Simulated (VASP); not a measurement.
# BeTe in VASP: further runs

Aim: see how the results for BeTe move with the level of theory and the settings. Levels: LDA, PBE. Tasks: relaxation of cell and atoms, single point.

Everything below comes from runs of VASP 6.6.1. Logs are shortened: lines on timing, memory, paths and dates and some standing lists are left out, and cuts for length are marked.

**1. The cell of the first run**

Symmetry: F-43m, No. 216, cubic system. The conventional cell has a = 5.540 Å, b = 5.540 Å, c = 5.540 Å, α = 90.00°, β = 90.00°, γ = 90.00°. Within 3.2 Å of Te (site symmetry -43m) lie 4 Be at 2.40 Å. Within 3.2 Å of Be (site symmetry -43m) lie 4 Te at 2.40 Å.

**2. Relaxation of cell and atoms, LDA, target pressure 10 GPa, at which the enthalpy is minimised**

The input, INCAR:

```
SYSTEM = BeTe
  ALGO = Normal
  EDIFF = 1E-6
  EDIFFG = -0.02
  ENCUT = 600
  IBRION = 2
  ISIF = 3
  ISMEAR = -1
  LASPH = .TRUE.
  LCHARG = .FALSE.
  LREAL = .FALSE.
  LWAVE = .FALSE.
  NELM = 80
  NSW = 80
  PREC = Accurate
  PSTRESS = 100.0
  SIGMA = 0.05
```

The input, KPOINTS:

```
k-points
0
G
  8 8 8
  0 0 0
```

The input, POSCAR:

```
BeTe
1.0
    0.0000000000      2.7700000000      2.7700000000
    2.7700000000      0.0000000000      2.7700000000
    2.7700000000      2.7700000000      0.0000000000
Te Be
1 1
Direct
    0.7500000000      0.7500000000      0.7500000000
    0.0000000000      0.0000000000      0.0000000000
```

Potentials or basis: VASP PAW LDA potentials, release 64 (Te, Be).

On the command line:

```
> cat potpaw_LDA.64/Te/POTCAR potpaw_LDA.64/Be/POTCAR > POTCAR
> mpirun -np 1 vasp_std > vasp.out
```

OUTCAR:

```text
SYSTEM = BeTe
   EDIFF = 1E-6
   EDIFFG = -0.02
   ENCUT = 600
   IBRION = 2
   ISIF = 3
   ISMEAR = -1
   LASPH = .TRUE.
   LREAL = .FALSE.
   NELM = 80
   NSW = 80
   PREC = Accurate
   PSTRESS = 100.0

 ion  position               nearest neighbor table
   1  0.750  0.750  0.750-   2 2.40   2 2.40   2 2.40   2 2.40
   2  0.000  0.000  0.000-   1 2.40   1 2.40   1 2.40   1 2.40

  LATTYP: Found a face centered cubic cell.
 ALAT       =     5.5400000000

  Lattice vectors:

 A1 = (   0.0000000000,   2.7700000000,   2.7700000000)
 A2 = (   2.7700000000,   0.0000000000,   2.7700000000)
 A3 = (   2.7700000000,   2.7700000000,   0.0000000000)

Analysis of symmetry for initial positions (statically):
=====================================================================
 Subroutine PRICEL returns:
 Original cell was already a primitive cell.

 Routine SETGRP: Setting up the symmetry group for a
 face centered cubic supercell.

 Subroutine GETGRP returns: Found 24 space group operations
 (whereof 24 operations were pure point group operations)
 out of a pool of 48 trial point group operations.

The static configuration has the point symmetry T_d .

Analysis of symmetry for dynamics (positions and initial velocities):
=====================================================================
 Subroutine PRICEL returns:
 Original cell was already a primitive cell.

 Routine SETGRP: Setting up the symmetry group for a
 face centered cubic supercell.

 Subroutine GETGRP returns: Found 24 space group operations
 (whereof 24 operations were pure point group operations)
 out of a pool of 48 trial point group operations.

The dynamic configuration has the point symmetry T_d .

 Subroutine INISYM returns: Found 24 space group operations
 (whereof 24 operations are pure point group operations),
 and found     1 'primitive' translations

----------------------------------------------------------------------------------------

                                     Primitive cell

  volume of cell :      42.5079

  direct lattice vectors                    reciprocal lattice vectors
     0.000000000  2.770000000  2.770000000    -0.180505415  0.180505415  0.180505415
     2.770000000  0.000000000  2.770000000     0.180505415 -0.180505415  0.180505415
     2.770000000  2.770000000  0.000000000     0.180505415  0.180505415 -0.180505415

  length of vectors
     3.917371568  3.917371568  3.917371568     0.312644550  0.312644550  0.312644550

  position of ions in fractional coordinates (direct lattice)
     0.750000000  0.750000000  0.750000000
     0.000000000  0.000000000  0.000000000

  ion indices of the primitive-cell ions
   primitive index   ion index
                 1           1
                 2           2

----------------------------------------------------------------------------------------

 KPOINTS: k-points

Automatic generation of k-mesh.
 Grid dimensions read from file:
 generate k-points for:    8    8    8

 Generating k-lattice:

  Cartesian coordinates                     Fractional coordinates (reciprocal lattice)
    -0.022563177  0.022563177  0.022563177     0.125000000  0.000000000  0.000000000
     0.022563177 -0.022563177  0.022563177     0.000000000  0.125000000  0.000000000
     0.022563177  0.022563177 -0.022563177     0.000000000  0.000000000  0.125000000

  Length of vectors
     0.039080569  0.039080569  0.039080569

  Shift w.r.t. Gamma in fractional coordinates (k-lattice)
     0.000000000  0.000000000  0.000000000

 Subroutine IBZKPT returns following result:
 ===========================================

 Found     29 irreducible k-points:

 Following reciprocal coordinates:
            Coordinates               Weight
  0.000000  0.000000  0.000000      1.000000
  0.125000  0.000000  0.000000      8.000000
  0.250000  0.000000  0.000000      8.000000
  0.375000  0.000000  0.000000      8.000000
  0.500000  0.000000  0.000000      4.000000
  0.125000  0.125000  0.000000      6.000000
[... 16 lines left out ...]
  0.500000  0.250000  0.125000     48.000000
 -0.375000  0.250000  0.125000     24.000000
 [... further k-points ...]
   k-points           NKPTS =     29   k-points in BZ     NKDIM =     29   number of bands    NBANDS=      8
   number of dos      NEDOS =    301   number of ions     NIONS =      2
   total plane-waves  NPLWV =  32768
   dimension x,y,z NGX =    32 NGY =   32 NGZ =   32
   dimension x,y,z NGXF=    64 NGYF=   64 NGZF=   64
   ions per type =               1   1
   NGX,Y,Z   is equivalent  to a cutoff of  13.58, 13.58, 13.58 a.u.
   NGXF,Y,Z  is equivalent  to a cutoff of  27.16, 27.16, 27.16 a.u.
 SYSTEM =  BeTe
   PREC   = accura    normal or accurate (medium, high low for compatibility)
   ISTART =      0    job   : 0-new  1-cont  2-samecut
   ICHARG =      2    charge: 1-file 2-atom 10-const
   ISPIN  =      1    spin polarized calculation?
   LNONCOLLINEAR =      F non collinear calculations
[... 37 lines left out ...]
  energy-cutoff  :      600.00
  volume of cell :       42.51
 maximum number of plane-waves:      1433
   NGX = 15   NGY = 15   NGZ = 15

--------------------------------------- Ionic step        1  -------------------------------------------

 number of electron       8.0000000 magnetization

 Free energy of the ion-electron system (eV)
  ---------------------------------------------------
  ext. energy  EPLUGINS =         0.00000000
  ---------------------------------------------------
  free energy    TOTEN  =        -8.72543235 eV

  energy without entropy =       -8.72543235  energy(sigma->0) =       -8.72543235

------------------------ aborting loop because EDIFF is reached ----------------------------------------

  FORCE on cell =-STRESS in cart. coord.  units (eV):
  Direction    XX          YY          ZZ          XY          YZ          ZX
  --------------------------------------------------------------------------------------
  -------------------------------------------------------------------------------------
  Total        0.2104341      0.2104341      0.2104341      0.0000000      0.0000000      0.0000000
  in kB        7.9315392      7.9315392      7.9315392      0.0000000      0.0000000      0.0000000
  external PRESSURE =     -92.0684608 kB  Pullay stress =     100.0000000 kB

 VOLUME and BASIS-vectors are now :
 -----------------------------------------------------------------------------
  energy-cutoff  :      600.00
  volume of cell :       42.51
      direct lattice vectors                 reciprocal lattice vectors
     0.000000000  2.770000000  2.770000000    -0.180505415  0.180505415  0.180505415
     2.770000000  0.000000000  2.770000000     0.180505415 -0.180505415  0.180505415
     2.770000000  2.770000000  0.000000000     0.180505415  0.180505415 -0.180505415
[... 8 lines left out ...]
  FREE ENERGIE OF THE ION-ELECTRON SYSTEM (eV)
  ---------------------------------------------------
  free  energy   TOTEN  =        -8.7254323487 eV

  energy  without entropy=       -8.7254323481  energy(sigma->0) =       -8.72543235

  enthalpy is  TOTEN    =        -6.0723011875 eV   P V=        2.6531311612

--------------------------------------- Ionic step        2  -------------------------------------------

 number of electron       7.9999999 magnetization

 E-fermi :   8.5005     XC(G=0): -10.1947

 val. band max:        7.8852994547   @ k =   0.0000   0.0000   0.0000
 cond. band min:       9.1157459436   @ k =   0.5000   0.5000   0.0000
 fundamental gap:      1.2304464889
 Fermi energy:         8.5004512761

 k-point     1 :       0.0000    0.0000    0.0000
  band No.  band energies     occupation
      1      -6.2012      2.00000
      2       7.8853      1.99999
      3       7.8853      1.99999
      4       7.8853      1.99999
      5      11.1992      0.00000
      6      11.1992      0.00000
      7      11.1992      0.00000
      8      13.4614      0.00000

 k-point     2 :       0.1250    0.0000    0.0000
  band No.  band energies     occupation
      1      -6.0016      2.00000
      2       6.2084      2.00000
      3       7.5222      2.00000
      4       7.5222      2.00000
      5      11.5994      0.00000
      6      11.6810      0.00000
      7      11.6810      0.00000
      8      14.5617      0.00000
[... 271 lines left out ...]
  FREE ENERGIE OF THE ION-ELECTRON SYSTEM (eV)
  ---------------------------------------------------
  free  energy   TOTEN  =        -8.3590068275 eV

  energy  without entropy=       -8.3590067562  energy(sigma->0) =       -8.35900679

  enthalpy is  TOTEN    =        -6.1477619614 eV   P V=        2.2112448661

--------------------------------------- Ionic step        3  -------------------------------------------

 number of electron       8.0000000 magnetization

 Free energy of the ion-electron system (eV)
  ---------------------------------------------------
  ext. energy  EPLUGINS =         0.00000000
  ---------------------------------------------------
  free energy    TOTEN  =        -8.58799213 eV

  energy without entropy =       -8.58799212  energy(sigma->0) =       -8.58799213

 E-fermi :   7.6175     XC(G=0):  -9.9003

 val. band max:        6.8919512249   @ k =   0.0000   0.0000   0.0000
 cond. band min:       8.3434003463   @ k =   0.5000   0.5000   0.0000
 fundamental gap:      1.4514491213
 Fermi energy:         7.6175225232

 k-point     1 :       0.0000    0.0000    0.0000
  band No.  band energies     occupation
      1      -6.5870      2.00000
      2       6.8920      2.00000
      3       6.8920      2.00000
      4       6.8920      2.00000
      5      10.3097      0.00000
      6      10.3097      0.00000
      7      10.3097      0.00000
      8      11.8579      0.00000

 k-point     2 :       0.1250    0.0000    0.0000
  band No.  band energies     occupation
      1      -6.4044      2.00000
      2       5.3422      2.00000
      3       6.5755      2.00000
      4       6.5755      2.00000
      5      10.5676      0.00000
      6      10.7416      0.00000
      7      10.7416      0.00000
      8      13.0113      0.00000
[... 264 lines left out ...]
 POSITION                                       TOTAL-FORCE (eV/Angst)
 -----------------------------------------------------------------------------------
      4.00526      4.00526      4.00526         0.000000      0.000000      0.000000
      0.00000      0.00000      0.00000        -0.000000     -0.000000     -0.000000
 -----------------------------------------------------------------------------------
    total drift:                               -0.000000     -0.000000     -0.000000

  FREE ENERGIE OF THE ION-ELECTRON SYSTEM (eV)
  ---------------------------------------------------
  free  energy   TOTEN  =        -8.5879921333 eV

  energy  without entropy=       -8.5879921241  energy(sigma->0) =       -8.58799213

  enthalpy is  TOTEN    =        -6.2114896106 eV   P V=        2.3765025226

 reached required accuracy - stopping structural energy minimisation
```

Wall time 40 s (1 thread of Intel Xeon 8259CL, shared host); peak memory 0.17 GiB.

Results:

```
Free energy                                            : -8.5880 eV
Relaxed volume                                         : 19.04 Å³/atom
Relaxed cell                                           : a = 3.776 Å, b = 3.776 Å, c = 3.776 Å, α = 60.00°, β = 60.00°, γ = 60.00°
Space group after relaxing (to 0.05 Å)                 : F-43m (No. 216)
Energy change on relaxing (the enthalpy is what falls) : +68.7 meV/atom
Ionic steps                                            : 3
Pressure after relaxing                                : 9.9 GPa
Band gap on the k mesh                                 : 1.45 eV, indirect (least direct gap 3.42 eV)
```

The path:
| step | energy change (eV) | largest force (eV/Å) | pressure (GPa) | volume (Å³) |
| --- | --- | --- | --- | --- |
| 1 | 0.0000 | 0.0000 | 0.79 | 42.51 |
| 2 | 0.3664 | 0.0000 | 18.22 | 35.43 |
| 3 | 0.1374 | 0.0000 | 9.94 | 38.08 |

Final structure:
```xyz
2
Lattice="0.0000 2.6702 2.6702 2.6702 0.0000 2.6702 2.6702 2.6702 0.0000" Properties=species:S:1:pos:R:3 pbc="T T T"
Te    4.0053    4.0053    4.0053
Be    0.0000    0.0000    0.0000
```

Levels at points of the mesh, in eV from the valence-band top:
```
           k point  band 1  band 2  band 3  band 4  band 5  band 6  band 7  band 8
(0.00, 0.00, 0.00)  -13.48    0.00    0.00    0.00    3.42    3.42    3.42    4.97
(0.50, 0.00, 0.00)  -11.71   -6.64   -1.43   -1.43    3.51    4.45    4.45    7.54
(0.50, 0.50, 0.00)  -11.06   -6.00   -3.30   -3.30    1.45    2.40   10.62   10.62
```

Caveat: the cell is relaxed towards a set pressure, so the enthalpy falls and the energy may rise; spin-orbit coupling is left out, which moves the levels of the heavy elements. LDA usually gives volumes a few per cent too small.

**3. Relaxation of cell and atoms, LDA, target pressure 20 GPa, at which the enthalpy is minimised**

The input, INCAR:

```
SYSTEM = BeTe
PREC = Accurate
ENCUT = 600
EDIFF = 1E-6
ISMEAR = -1
SIGMA = 0.05
LREAL = .FALSE.
LASPH = .TRUE.
NELM = 100
ALGO = Normal
ISIF = 3
LWAVE = .FALSE.
LCHARG = .FALSE.
GGA = CA
IBRION = 2
NSW = 80
EDIFFG = -0.02
PSTRESS = 200.0
```

The input, KPOINTS:

```
regular mesh
0
G
  8 8 8
  0 0 0
```

POSCAR is that of step 2.

Potentials or basis: VASP PAW LDA potentials, release 64 (Te, Be).

On the command line:

```
> cat potpaw_LDA.64/Te/POTCAR potpaw_LDA.64/Be/POTCAR > POTCAR
> mpirun -np 1 vasp_std > vasp.out
```

It took 46 s on 1 thread of Intel Xeon 8259CL, shared host; peak memory 0.17 GiB.

Results (log left out):

| Property | Result |
| --- | --- |
| Free energy | -8.3079 eV |
| Relaxed volume | 17.50 Å³/atom |
| Relaxed cell | a = 3.672 Å, b = 3.672 Å, c = 3.672 Å, α = 60.00°, β = 60.00°, γ = 60.00° |
| Space group after relaxing (to 0.05 Å) | F-43m (No. 216) |
| Energy change on relaxing (the enthalpy is what falls) | +208.8 meV/atom |
| Ionic steps | 4 |
| Pressure after relaxing | 19.8 GPa |
| Band gap on the k mesh | 1.19 eV, indirect (least direct gap 3.29 eV) |

The path:
```tsv
step	energy change (eV)	largest force (eV/Å)	pressure (GPa)	volume (Å³)
1	0.0000	0.0000	0.79	42.51
2	1.8409	0.0000	57.53	28.68
3	0.3913	0.0000	19.02	35.21
4	0.4176	0.0000	19.83	35.00
```

Final structure:
```xyz
2
Lattice="0.0000 2.5962 2.5962 2.5962 0.0000 2.5962 2.5962 2.5962 0.0000" Properties=species:S:1:pos:R:3 pbc="T T T"
Te    3.8943    3.8943    3.8943
Be    0.0000    0.0000    0.0000
```

Levels at points of the mesh, in eV from the valence-band top:
```csv
k point,band 1,band 2,band 3,band 4,band 5,band 6,band 7,band 8
"(0.00, 0.00, 0.00)",-14.20,0.00,0.00,0.00,3.29,3.29,3.29,5.68
"(0.50, 0.00, 0.00)",-12.16,-7.31,-1.62,-1.62,3.78,4.36,4.36,7.41
"(0.50, 0.50, 0.00)",-11.41,-6.55,-3.70,-3.70,1.19,2.22,11.16,11.16
```

Caveat: the cell is relaxed towards a set pressure, so the enthalpy falls and the energy may rise; the volume moved by over 15 % at a fixed basis, so the end points are rough; spin-orbit coupling is left out, which moves the levels of the heavy elements. LDA usually gives volumes a few per cent too small.

**4. Relaxation of cell and atoms, LDA, target pressure 30 GPa, at which the enthalpy is minimised**

The input, INCAR:

```
ALGO = Normal
EDIFF = 1E-6
EDIFFG = -0.02
ENCUT = 600
IBRION = 2
ISIF = 3
ISMEAR = -1
LASPH = T
LCHARG = F
LREAL = F
LWAVE = F
NELM = 100
NSW = 80
PREC = Accurate
PSTRESS = 300.0
SIGMA = 0.05
```

The input, KPOINTS:

```
k-points
0
Gamma
  8 8 8
```

POSCAR is that of step 3.

On the command line:

```
> cat potpaw_LDA.64/Te/POTCAR potpaw_LDA.64/Be/POTCAR > POTCAR
> mpirun -np 1 vasp_std > vasp.out
```

Run time: 62 s. Hardware: 1 thread of Intel Xeon 8259CL, shared host; peak memory 0.18 GiB.

The run converged. Its results:

* Free energy: -7.9573 eV
* Relaxed volume: 16.36 Å³/atom
* Relaxed cell: a = 3.590 Å, b = 3.590 Å, c = 3.590 Å, α = 60.00°, β = 60.00°, γ = 60.00°
* Space group after relaxing (to 0.05 Å): F-43m (No. 216)
* Energy change on relaxing (the enthalpy is what falls): +384.0 meV/atom
* Ionic steps: 5
* Pressure after relaxing: 30.0 GPa
* Band gap on the k mesh: 0.96 eV, indirect (least direct gap 3.18 eV)

Step by step:
| step | energy change (eV) | largest force (eV/Å) | pressure (GPa) | volume (Å³) |
| --- | --- | --- | --- | --- |
| 1 | 0.0000 | 0.0000 | 0.79 | 42.51 |
| 2 | 5.2051 | 0.0000 | 139.30 | 22.85 |
| 3 | 0.6261 | 0.0000 | 26.04 | 33.53 |
| 4 | 0.7300 | 0.0000 | 28.96 | 32.93 |
| 5 | 0.7681 | 0.0000 | 30.01 | 32.72 |

Final structure:
```
Te Be
1.0
     0.00000    2.53864    2.53864
     2.53864    0.00000    2.53864
     2.53864    2.53864    0.00000
Te Be
1 1
Direct
  0.75000 0.75000 0.75000
  0.00000 0.00000 0.00000
```

Levels at points of the mesh, in eV from the valence-band top:
```tsv
k point	band 1	band 2	band 3	band 4	band 5	band 6	band 7	band 8
(0.00, 0.00, 0.00)	-14.82	0.00	0.00	0.00	3.18	3.18	3.18	6.28
(0.50, 0.00, 0.00)	-12.56	-7.88	-1.78	-1.78	4.00	4.27	4.27	7.27
(0.50, 0.50, 0.00)	-11.71	-7.03	-4.05	-4.05	0.96	2.07	11.60	11.60
```

Caveat: the cell is relaxed towards a set pressure, so the enthalpy falls and the energy may rise; the volume moved by over 15 % at a fixed basis, so the end points are rough; spin-orbit coupling is left out, which moves the levels of the heavy elements. Expect the measured gap to be larger: semilocal functionals such as LDA lack the derivative discontinuity.

**5. Single point, PBE**

This run uses another cell than the first one, of 22.10 Å³/atom, 1.040 times its volume.

The input, INCAR:

```
ALGO = Normal
EDIFF = 1E-6
ENCUT = 600
GGA = PE
GGA_COMPAT = F
ISIF = 2
ISMEAR = -1
LASPH = T
LCHARG = F
LREAL = F
LWAVE = F
NBANDS = 11
NELM = 120
PREC = Accurate
SIGMA = 0.05
```

KPOINTS is that of step 4.

The input, POSCAR:

```
BeTe
1.0
    0.0000000000      2.7700000000      2.7700000000
    2.8808000000      0.0000000000      2.7700000000
    2.8808000000      2.7700000000      0.0000000000
Te Be
1 1
Direct
    0.7500000000      0.7500000000      0.7500000000
    0.0000000000      0.0000000000      0.0000000000
```

Potentials or basis: VASP PAW PBE potentials, release 64 (Te, Be).

On the command line:

```
> cat potpaw_PBE.64/Te/POTCAR potpaw_PBE.64/Be/POTCAR > POTCAR
> mpirun -np 1 vasp_std > vasp.out
```

Run time: 28 s. Hardware: 1 thread of Intel Xeon Platinum 8259CL at 2.50GHz (Skylake/Cascade Lake), shared host; peak memory 0.19 GiB.

Results (log left out):

```
Free energy            : -7.6084 eV
Pressure               : 1.8 GPa
Band gap on the k mesh : 1.79 eV, indirect (least direct gap 3.51 eV)
```

Stress tensor (GPa, compression positive):
```
0.05 0.00 0.00
0.00 2.62 0.00
0.00 0.00 2.62
```

Levels at points of the mesh, in eV from the valence-band top:
| k point | band 1 | band 2 | band 3 | band 4 | band 5 | band 6 | band 7 | band 8 | band 9 |
| --- | --- | --- | --- | --- | --- | --- | --- | --- | --- |
| (0.00, 0.00, 0.00) | -12.44 | -0.23 | 0.00 | 0.00 | 3.51 | 3.51 | 3.59 | 3.81 | 8.26 |
| (0.50, 0.00, 0.00) | -11.07 | -5.68 | -1.40 | -1.05 | 2.97 | 4.45 | 4.64 | 7.75 | 10.82 |
| (0.50, 0.50, 0.00) | -10.51 | -5.17 | -2.88 | -2.81 | 1.79 | 2.47 | 9.55 | 9.73 | 11.53 |
| (0.00, 0.50, 0.50) | -10.67 | -5.39 | -2.57 | -2.57 | 2.06 | 2.79 | 9.65 | 9.65 | 11.33 |

Caveat: spin-orbit coupling is left out, which moves the levels of the heavy elements. A k mesh can miss the band edges.

**6. Overview**

```tsv
task	level	potentials or basis	cell	gap on the mesh (eV)	pressure (GPa)
relaxation of cell and atoms	LDA	VASP PAW LDA potentials, release 64 (Te, Be)	relaxed to 10 GPa from a = 3.917 Å, angles 60.0°, 2 atoms	1.45	9.9
relaxation of cell and atoms	LDA	VASP PAW LDA potentials, release 64 (Te, Be)	relaxed to 20 GPa from a = 3.917 Å, angles 60.0°, 2 atoms	1.19	19.8
relaxation of cell and atoms	LDA	VASP PAW LDA potentials, release 64 (Te, Be)	relaxed to 30 GPa from a = 3.917 Å, angles 60.0°, 2 atoms	0.96	30.0
single point	PBE	VASP PAW PBE potentials, release 64 (Te, Be)	a = 3.917, b = 3.996, c = 3.996 Å, angles 58.7, 60.7, 60.7°, 2 atoms	1.79	1.8
```

Alike in all rows: no spin polarisation; k mesh 8 × 8 × 8; cutoff (eV) 600; smearing fermi-dirac 0.05 eV.

Caveats: spin-orbit coupling is left out, which moves the levels of the heavy elements; the cell is relaxed towards a set pressure, so the enthalpy falls and the energy may rise (some runs); the volume moved by over 15 % at a fixed basis, so the end points are rough (some runs).

Absolute energies hang on the potentials; compare differences alone.
